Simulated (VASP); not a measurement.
Here is a VASP 6.6.1 calculation.

The input INCAR:

```
ALGO = Normal ; EDIFF = 1E-6
ENCUT = 750 ; GGA = PS
GGA_COMPAT = False ; ISIF = 2
ISMEAR = 0 ; LASPH = True
LCHARG = False ; LREAL = False
LWAVE = False ; NBANDS = 13
NELM = 120 ; PREC = Accurate
SIGMA = 0.01
```

File KPOINTS:

```
k-points
0
Gamma
  6 6 6
```

File POSCAR:

```
Li2S
1.0
    0.0000000000      2.7864326862      2.7864326862
    2.7864326862      0.0000000000      2.7864326862
    2.7864326862      2.7864326862      0.0000000000
Li S
2 1
Direct
    0.2500000000      0.2500000000      0.2500000000
    0.7500000000      0.7500000000      0.7500000000
    0.0000000000      0.0000000000      0.0000000000
```

Potentials or basis: VASP PAW PBE potentials, release 64 (Li_sv, S).

The run is started by

```sh
$ cat potpaw_PBE.64/Li_sv/POTCAR potpaw_PBE.64/S/POTCAR > POTCAR
$ mpirun -np 1 vasp_std > vasp.out
```

**Question.** What does it give for the band gap on the k mesh?

**Answer.** 3.17 eV (least direct gap 4.44 eV).

**Question.** What does it give for the pressure?

**Answer.** 2.0 GPa.

Caveat: the PAW data sets were made with another functional, which shifts forces and pressure a little. A k mesh can miss the band edges.
